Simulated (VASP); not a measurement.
# InGa5P6 (Pmmm) in VASP: further runs

InGa5P6 is run at these levels: PBE; tasks: single point.

All numbers are computed with VASP 6.6.1; they aren't measurements. Logs are shortened: lines on timing, memory, paths and dates and some standing lists are left out, and cuts for length are marked.

## 1. The cell of the first run

It takes space group Pmmm (No. 47, orthorhombic). Conventional cell: a = 3.644 Å, b = 5.121 Å, c = 11.540 Å, α = 90.00°, β = 90.00°, γ = 90.00°. In (site symmetry mmm) has 6 P at 2.56 to 2.80 Å within 3.4 Å. Within 3.4 Å of Ga (site symmetry mm2) lie 6 P at 2.57 to 2.69 Å. Ga (site symmetry mm2) has 6 P at 2.54 to 2.62 Å within 3.3 Å. Within 3.4 Å of Ga (site symmetry mmm) lie 6 P at 2.56 to 2.60 Å. P (site symmetry mm2) has 4 Ga at 2.54 to 2.57 Å and 2 In at 2.80 Å within 3.3 Å. P (site symmetry mmm) has 6 Ga at 2.56 to 2.62 Å within 3.4 Å. Within 3.4 Å of P (site symmetry mm2) lie 6 Ga at 2.56 to 2.69 Å. Within 3.4 Å of P (site symmetry mmm) lie 2 In at 2.56 Å and 4 Ga at 2.65 Å.

## 2. Single point, PBE

Input file INCAR:

```
PREC     = Accurate       # precision mode
ENCUT    = 520            # plane-wave cutoff, eV
EDIFF    = 1E-6           # SCF threshold, eV
ISMEAR   = 0              # smearing method
SIGMA    = 0.1            # smearing width, eV
LREAL    = False          # projectors in reciprocal space
LASPH    = True           # aspherical terms in the spheres
NELM     = 60             # most SCF steps
ALGO     = Normal         # electronic algorithm
ISIF     = 2              # what is computed and relaxed
LWAVE    = False          # write WAVECAR
LCHARG   = True           # write CHGCAR
GGA      = PE             # functional
LELF     = True           # ELF
LVHAR    = True         
NBANDS   = 66             # bands
```

Input file KPOINTS:

```
Automatic mesh
0
Gamma
  4 4 2
```

Input file POSCAR:

```
InGa5P6
1.0
    3.6438443740      0.0000000000      0.0000000000
    0.0000000000      5.1214169798      0.0000000000
    0.0000000000      0.0000000000     11.5404569370
In Ga P
1 5 6
Direct
    0.5000000000      0.5000000000      0.0000000000
    0.0000000000      0.0000000000      0.8328573237
    0.0000000000      0.0000000000      0.1671426763
    0.5000000000      0.5000000000      0.3373189878
    0.0000000000      0.0000000000      0.5000000000
    0.5000000000      0.5000000000      0.6626810122
    0.0000000000      0.5000000000      0.1842913753
    0.0000000000      0.5000000000      0.5000000000
    0.5000000000      0.0000000000      0.6613119385
    0.0000000000      0.5000000000      0.8157086247
    0.5000000000      0.0000000000      0.0000000000
    0.5000000000      0.0000000000      0.3386880615
```

Potentials or basis: VASP PAW PBE potentials, release 64 (In_d, Ga_d, P).

Run with:

```bash
$ cat potpaw_PBE.64/In_d/POTCAR potpaw_PBE.64/Ga_d/POTCAR potpaw_PBE.64/P/POTCAR > POTCAR
$ mpirun -np 1 vasp_std > vasp.out
```

OUTCAR:

```text
PREC = Accurate
   ENCUT = 520
   EDIFF = 1E-6
   ISMEAR = 0
   LREAL = False
   LASPH = True
   NELM = 60
   ISIF = 2
   GGA = PE

 ion  position               nearest neighbor table
   1  0.500  0.500  0.000-  11 2.56  11 2.56   7 2.80  10 2.80   7 2.80  10 2.80
   2  0.000  0.000  0.833-  10 2.57  10 2.57  11 2.65  11 2.65   9 2.69   9 2.69
   3  0.000  0.000  0.167-   7 2.57   7 2.57  11 2.65  11 2.65  12 2.69  12 2.69
   4  0.500  0.500  0.337-   7 2.54   7 2.54  12 2.56  12 2.56   8 2.62   8 2.62
   5  0.000  0.000  0.500-   8 2.56   8 2.56  12 2.60   9 2.60   9 2.60  12 2.60
   6  0.500  0.500  0.663-  10 2.54  10 2.54   9 2.56   9 2.56   8 2.62   8 2.62
   7  0.000  0.500  0.184-   4 2.54   4 2.54   3 2.57   3 2.57   1 2.80   1 2.80
   8  0.000  0.500  0.500-   5 2.56   5 2.56   6 2.62   4 2.62   4 2.62   6 2.62
   9  0.500  0.000  0.661-   6 2.56   6 2.56   5 2.60   5 2.60   2 2.69   2 2.69
  10  0.000  0.500  0.816-   6 2.54   6 2.54   2 2.57   2 2.57   1 2.80   1 2.80
  11  0.500  0.000  0.000-   1 2.56   1 2.56   3 2.65   2 2.65   2 2.65   3 2.65
  12  0.500  0.000  0.339-   4 2.56   4 2.56   5 2.60   5 2.60   3 2.69   3 2.69

  LATTYP: Found a simple orthorhombic cell.
 ALAT       =     3.6438443740
 B/A-ratio  =     1.4054982744
 C/A-ratio  =     3.1671102694

  Lattice vectors:

 A1 = (   3.6438443740,   0.0000000000,   0.0000000000)
 A2 = (   0.0000000000,   5.1214169798,   0.0000000000)
 A3 = (   0.0000000000,   0.0000000000,  11.5404569370)

Analysis of symmetry for initial positions (statically):
=====================================================================
 Subroutine PRICEL returns:
 Original cell was already a primitive cell.

 Routine SETGRP: Setting up the symmetry group for a
 simple orthorhombic supercell.

 Subroutine GETGRP returns: Found  8 space group operations
 (whereof  8 operations were pure point group operations)
 out of a pool of  8 trial point group operations.

The static configuration has the point symmetry D_2h.

Analysis of symmetry for dynamics (positions and initial velocities):
=====================================================================
 Subroutine PRICEL returns:
 Original cell was already a primitive cell.

 Routine SETGRP: Setting up the symmetry group for a
 simple orthorhombic supercell.

 Subroutine GETGRP returns: Found  8 space group operations
 (whereof  8 operations were pure point group operations)
 out of a pool of  8 trial point group operations.

The dynamic configuration has the point symmetry D_2h.

 Subroutine INISYM returns: Found  8 space group operations
 (whereof  8 operations are pure point group operations),
 and found     1 'primitive' translations

----------------------------------------------------------------------------------------

                                     Primitive cell

  volume of cell :     215.3639

  direct lattice vectors                    reciprocal lattice vectors
     3.643844374  0.000000000  0.000000000     0.274435431  0.000000000  0.000000000
     0.000000000  5.121416980  0.000000000     0.000000000  0.195258461  0.000000000
     0.000000000  0.000000000 11.540456937     0.000000000  0.000000000  0.086651682

  length of vectors
     3.643844374  5.121416980 11.540456937     0.274435431  0.195258461  0.086651682

  position of ions in fractional coordinates (direct lattice)
     0.500000000  0.500000000  0.000000000
     0.000000000  0.000000000  0.832857324
     0.000000000  0.000000000  0.167142676
     0.500000000  0.500000000  0.337318988
     0.000000000  0.000000000  0.500000000
     0.500000000  0.500000000  0.662681012
     0.000000000  0.500000000  0.184291375
     0.000000000  0.500000000  0.500000000
     0.500000000  0.000000000  0.661311938
     0.000000000  0.500000000  0.815708625
     0.500000000  0.000000000  0.000000000
     0.500000000  0.000000000  0.338688062

  ion indices of the primitive-cell ions
   primitive index   ion index
                 1           1
                 2           2
                 3           3
[... 48 lines left out ...]
  Thomas-Fermi vector in A             =   2.431829
   LORBIT       =      0    0 simple, 1 ext, 2 COOP (PROOUT), +10 PAW based schemes
   GGA     = PE    functional components
   LHFCALC =     F    Hartree Fock is set to
   AEXX    =    0.0000 exact exchange contribution
   IVDW    =     0    specifies the selected vdW correction
   LEPSILON=     F    determine dielectric tensor
   LRPA    =     F    only Hartree local field effects (RPA)
 non-spin polarized calculation
 Gauss-broadening in eV      SIGMA  =   0.10
  energy-cutoff  :      520.00
  volume of cell :      215.36
 maximum number of plane-waves:      5845
 NGX is ok and might be reduce to    28
   NGX = 13   NGY = 19   NGZ = 43

 number of electron     107.9999977 magnetization

 Free energy of the ion-electron system (eV)
  ---------------------------------------------------
  ext. energy  EPLUGINS =         0.00000000
  ---------------------------------------------------
  free energy    TOTEN  =       -48.92216088 eV

  energy without entropy =      -48.87719678  energy(sigma->0) =      -48.89967883

 E-fermi :   6.5229     XC(G=0): -10.8280

 val. band max:        6.4983758524   @ k =   0.5000   0.2500   0.0000
 cond. band min:       6.5658913044   @ k =   0.5000   0.2500   0.0000
 fundamental gap:      0.0675154521
 Fermi energy:         6.5229255945

 k-point     1 :       0.0000    0.0000    0.0000
  band No.  band energies     occupation
      1      -8.3758      2.00000
      2      -8.2826      2.00000
      3      -8.2566      2.00000
      4      -8.1660      2.00000
      5      -8.1640      2.00000
      6      -8.1613      2.00000
[... 58 lines left out ...]
     65      11.1889      0.00000
     66      12.7153      0.00000

 k-point     2 :       0.2500    0.0000    0.0000
  band No.  band energies     occupation
      1      -8.3431      2.00000
      2      -8.2776      2.00000
      3      -8.2766      2.00000
      4      -8.2522      2.00000
      5      -8.2362      2.00000
      6      -8.1560      2.00000
[... 1162 lines left out ...]
     65      10.4408      0.00000
     66      10.7718      0.00000

------------------------ aborting loop because EDIFF is reached ----------------------------------------

  FORCE on cell =-STRESS in cart. coord.  units (eV):
  Direction    XX          YY          ZZ          XY          YZ          ZX
  --------------------------------------------------------------------------------------
  -------------------------------------------------------------------------------------
  Total       -0.0324331     -0.0916220      0.0352130     -0.0000000      0.0000000      0.0000000
  in kB       -0.2412823     -0.6816124      0.2619637     -0.0000000      0.0000000      0.0000000
  external PRESSURE =      -0.2203104 kB  Pullay stress =       0.0000000 kB

 VOLUME and BASIS-vectors are now :
 -----------------------------------------------------------------------------
  energy-cutoff  :      520.00
  volume of cell :      215.36
      direct lattice vectors                 reciprocal lattice vectors
     3.643844374  0.000000000  0.000000000     0.274435431  0.000000000  0.000000000
     0.000000000  5.121416980  0.000000000     0.000000000  0.195258461  0.000000000
     0.000000000  0.000000000 11.540456937     0.000000000  0.000000000  0.086651682

 POSITION                                       TOTAL-FORCE (eV/Angst)
 -----------------------------------------------------------------------------------
      1.82192      2.56071      0.00000         0.000000      0.000000      0.000000
      0.00000      0.00000      9.61155         0.000000      0.000000      0.020546
      0.00000      0.00000      1.92890         0.000000      0.000000     -0.020546
      1.82192      2.56071      3.89282         0.000000      0.000000      0.003171
      0.00000      0.00000      5.77023         0.000000      0.000000      0.000000
      1.82192      2.56071      7.64764         0.000000      0.000000     -0.003171
      0.00000      2.56071      2.12681         0.000000      0.000000      0.005582
      0.00000      2.56071      5.77023         0.000000      0.000000      0.000000
      1.82192      0.00000      7.63184         0.000000      0.000000     -0.016851
      0.00000      2.56071      9.41365        -0.000000      0.000000     -0.005582
      1.82192      0.00000      0.00000         0.000000      0.000000      0.000000
      1.82192      0.00000      3.90861         0.000000      0.000000      0.016851
 -----------------------------------------------------------------------------------
    total drift:                                0.000000      0.000000      0.000000

  FREE ENERGIE OF THE ION-ELECTRON SYSTEM (eV)
  ---------------------------------------------------
  free  energy   TOTEN  =       -48.9221608839 eV

  energy  without entropy=      -48.8771967837  energy(sigma->0) =      -48.89967883
```

Run time: 4.8 min. Hardware: 1 thread of AMD EPYC 7R43 (Zen 3), shared host; peak memory 0.39 GiB.

What came out:

```
Free energy            : -48.9222 eV
Pressure               : 0.0 GPa
Largest force          : 0.021 eV/Å
Band gap on the k mesh : zero (band 54 reaches 6.99 eV, above the bottom of band 55 at 4.48 eV)
```

Forces in eV/Å, atoms in the order of the input:
```
In   0.000  0.000  0.000
Ga   0.000  0.000  0.021
Ga   0.000  0.000 -0.021
Ga   0.000  0.000  0.003
Ga   0.000  0.000  0.000
Ga   0.000  0.000 -0.003
P    0.000  0.000  0.006
P    0.000  0.000  0.000
P    0.000  0.000 -0.017
P    0.000  0.000 -0.006
P    0.000  0.000  0.000
P    0.000  0.000  0.017
```

Caveat: the k points lie up to 0.43 Å⁻¹ apart; spin-orbit coupling is left out, which moves the levels of the heavy elements.

## 3. Single point, PBE

This run uses another cell than the first one, of 19.87 Å³/atom, 1.107 times its volume.

Input file INCAR:

```
SYSTEM = InGa5P6
PREC     = Accurate       ! precision mode
ENCUT    = 520            ! plane-wave cutoff, eV
EDIFF    = 1E-6           ! SCF threshold, eV
ISMEAR   = 0              ! smearing method
SIGMA    = 0.1            ! smearing width, eV
LREAL    = .FALSE.        ! projectors in reciprocal space
LASPH    = .TRUE.         ! aspherical terms in the spheres
NELM     = 100            ! most SCF steps
ALGO     = Normal         ! electronic algorithm
ISIF     = 2              ! what is computed and relaxed
LWAVE    = .FALSE.        ! write WAVECAR
LCHARG   = .FALSE.        ! write CHGCAR
GGA      = PE             ! functional
NBANDS   = 66             ! bands
```

Input file KPOINTS:

```
Automatic mesh
0
G
  4 4 2
  0 0 0
```

Input file POSCAR:

```
InGa5P6
1.0
    3.8305040100      0.0000000000      0.0000000000
    0.0000000000      5.4171507200      0.0000000000
    0.0000000000      0.0000000000     11.4915120400
In Ga P
1 5 6
Direct
    0.5000000000      0.5000000000      0.0000000000
    0.0000000000      0.0000000000      0.8333333300
    0.0000000000      0.0000000000      0.1666666700
    0.5000000000      0.5000000000      0.3333333300
    0.0000000000      0.0000000000      0.5000000000
    0.5000000000      0.5000000000      0.6666666700
    0.0000000000      0.5000000000      0.1666666700
    0.0000000000      0.5000000000      0.5000000000
    0.5000000000      0.0000000000      0.6666666700
    0.0000000000      0.5000000000      0.8333333300
    0.5000000000      0.0000000000      0.0000000000
    0.5000000000      0.0000000000      0.3333333300
```

Potentials or basis: VASP PAW PBE potentials, release 64 (In_d, Ga_d, P).

Run with:

```bash
$ cat potpaw_PBE.64/In_d/POTCAR potpaw_PBE.64/Ga_d/POTCAR potpaw_PBE.64/P/POTCAR > POTCAR
$ mpirun -np 1 vasp_std > vasp.out
```

Wall time 5.2 min (1 thread of AMD EPYC 7R43 (Zen 3), shared host); peak memory 0.4 GiB.

It converged, with:

* Free energy: -48.1990 eV
* Pressure: -6.4 GPa
* Largest force: 0.694 eV/Å
* Band gap on the k mesh: zero (band 54 reaches 5.55 eV, above the bottom of band 55 at 3.60 eV)

Forces on the atoms (eV/Å):
```
In   0.000  0.000  0.000
Ga   0.000  0.000 -0.070
Ga   0.000  0.000  0.070
Ga   0.000  0.000  0.052
Ga   0.000  0.000  0.000
Ga   0.000  0.000 -0.052
P    0.000  0.000  0.694
P    0.000  0.000  0.000
P    0.000  0.000  0.032
P    0.000  0.000 -0.694
P    0.000  0.000  0.000
P    0.000  0.000 -0.032
```

Stress tensor (GPa, compression positive):
```
-5.84  0.00  0.00
 0.00 -7.53  0.00
 0.00  0.00 -5.90
```

Levels at points of the mesh, in eV from the Fermi level:
| k point | band 50 | band 51 | band 52 | band 53 | band 54 | band 55 | band 56 | band 57 | band 58 | band 59 |
| --- | --- | --- | --- | --- | --- | --- | --- | --- | --- | --- |
| (0.00, 0.00, 0.00) | -1.18 | -0.08 | -0.07 | -0.05 | 0.14 | 0.37 | 0.39 | 0.44 | 0.63 | 3.26 |
| (0.50, 0.00, 0.00) | -2.46 | -2.39 | -2.38 | -0.99 | -0.97 | -0.93 | -0.69 | -0.14 | -0.11 | 1.88 |
| (0.00, 0.50, 0.00) | -0.38 | -0.30 | -0.30 | -0.27 | -0.22 | 0.46 | 0.62 | 2.13 | 2.15 | 2.17 |
| (0.50, 0.50, 0.00) | -2.53 | 0.11 | 0.13 | 0.15 | 0.17 | 1.88 | 1.92 | 1.93 | 2.28 | 2.79 |
| (0.00, 0.00, 0.50) | -0.83 | -0.51 | -0.43 | -0.16 | -0.12 | 0.07 | 0.17 | 1.84 | 1.87 | 1.95 |
| (0.50, 0.00, 0.50) | -2.28 | -2.25 | -2.25 | -1.84 | -1.83 | -1.77 | -1.68 | 1.18 | 1.20 | 1.20 |
| (0.00, 0.50, 0.50) | -0.87 | 0.12 | 0.12 | 0.14 | 0.18 | 1.06 | 1.06 | 1.07 | 1.39 | 2.80 |
| (0.50, 0.50, 0.50) | -1.35 | -0.76 | -0.75 | -0.75 | -0.66 | 1.98 | 1.98 | 2.01 | 2.03 | 2.04 |

Caveat: the k points lie up to 0.41 Å⁻¹ apart; spin-orbit coupling is left out, which moves the levels of the heavy elements.

## 4. Single point, PBE

This run uses another cell than the first one, of 17.91 Å³/atom, 0.998 times its volume.

Input file INCAR:

```
SYSTEM = InGa5P6
  PREC = Accurate
  ENCUT = 520
  EDIFF = 1E-7
  ISMEAR = 0
  SIGMA = 0.1
  LREAL = .False.
  LASPH = .True.
  NELM = 100
  ALGO = Normal
  ISIF = 2
  LWAVE = .False.
  LCHARG = .False.
  GGA = PE
  NBANDS = 66
```

Input file KPOINTS:

```
Automatic mesh
0
Gamma
  6 4 2
  0 0 0
```

Input file POSCAR:

```
InGa5P6
1.0
    3.6728917266      0.0000000000      0.0000000000
    0.0000000000      5.2983650243      0.0000000000
    0.0000000000      0.0000000000     11.0425987306
In Ga P
1 5 6
Direct
    0.5000000000      0.5000000000      0.0000000000
    0.0000000000      0.0000000000      0.8303254312
    0.0000000000      0.0000000000      0.1696745688
    0.5000000000      0.5000000000      0.3386068631
    0.0000000000      0.0000000000      0.5000000000
    0.5000000000      0.5000000000      0.6613931369
    0.0000000000      0.5000000000      0.1832806735
    0.0000000000      0.5000000000      0.5000000000
    0.5000000000      0.0000000000      0.6631388692
    0.0000000000      0.5000000000      0.8167193265
    0.5000000000      0.0000000000      0.0000000000
    0.5000000000      0.0000000000      0.3368611308
```

Run with:

```bash
$ cat potpaw_PBE.64/In_d/POTCAR potpaw_PBE.64/Ga_d/POTCAR potpaw_PBE.64/P/POTCAR > POTCAR
$ mpirun -np 1 vasp_std > vasp.out
```

Wall time 8.2 min (1 thread of AMD EPYC 7R43 (Zen 3), shared host); peak memory 0.41 GiB.

Results (log left out):

```yaml
Free_energy: -49.2781 eV
Pressure: 0.0 GPa
Largest_force: 0.031 eV/Å
Band_gap_on_the_k_mesh: zero (band 54 reaches 6.91 eV, above the bottom of band 55 at 4.65 eV)
```

Forces in eV/Å, atoms in the order of the input:
```
In   0.000  0.000  0.000
Ga   0.000  0.000 -0.016
Ga   0.000  0.000  0.016
Ga   0.000  0.000 -0.002
Ga   0.000  0.000  0.000
Ga   0.000  0.000  0.002
P    0.000  0.000 -0.031
P    0.000  0.000  0.000
P    0.000  0.000 -0.012
P    0.000  0.000  0.031
P    0.000  0.000  0.000
P    0.000  0.000  0.012
```

Stress tensor (GPa, compression positive):
```
-0.03  0.00  0.00
 0.00  0.09  0.00
 0.00  0.00  0.02
```

Levels at points of the mesh, in eV from the Fermi level:
```
           k point  band 50  band 51  band 52  band 53  band 54  band 55  band 56  band 57  band 58  band 59
(0.00, 0.00, 0.00)    -1.24    -0.18    -0.15     0.13     0.40     0.52     0.62     0.72     1.23     3.43
(0.50, 0.00, 0.00)    -2.77    -2.66    -2.60    -1.09    -1.08    -0.94    -0.85    -0.10    -0.02     2.17
(0.00, 0.50, 0.00)    -0.46    -0.42    -0.32    -0.31    -0.30     0.34     0.62     2.20     2.29     2.32
(0.50, 0.50, 0.00)    -2.73     0.07     0.14     0.17     0.26     1.82     2.00     2.19     2.57     2.77
(0.00, 0.00, 0.50)    -0.62    -0.58    -0.23    -0.23    -0.09    -0.01     0.22     2.18     2.26     2.73
(0.50, 0.00, 0.50)    -2.78    -2.49    -2.46    -2.12    -2.01    -1.86    -1.78     1.27     1.42     1.52
(0.00, 0.50, 0.50)    -0.84     0.09     0.11     0.18     0.20     1.04     1.11     1.13     1.47     2.80
(0.50, 0.50, 0.50)    -1.37    -0.99    -0.93    -0.74    -0.63     1.74     2.06     2.15     2.26     2.27
```

Caveat: spin-orbit coupling is left out, which moves the levels of the heavy elements.

## 5. The runs side by side

| cell | k mesh | gap on the mesh (eV) | pressure (GPa) | largest force (eV/Å) |
| --- | --- | --- | --- | --- |
| a = 3.644, b = 5.121, c = 11.540 Å, 12 atoms | 4 × 4 × 2 | none | 0.0 | 0.02 |
| a = 3.831, b = 5.417, c = 11.492 Å, 12 atoms | 4 × 4 × 2 | none | -6.4 | 0.69 |
| a = 3.673, b = 5.298, c = 11.043 Å, 12 atoms | 6 × 4 × 2 | none | 0.0 | 0.03 |

Alike in all rows: task single point; level PBE; potentials or basis VASP PAW PBE potentials, release 64 (In_d, Ga_d, P); no spin polarisation; cutoff (eV) 520; smearing gaussian 0.1 eV.

Caveats: some runs use coarse meshes; spin-orbit coupling is left out, which moves the levels of the heavy elements.

Absolute energies hang on the potentials; compare differences alone.
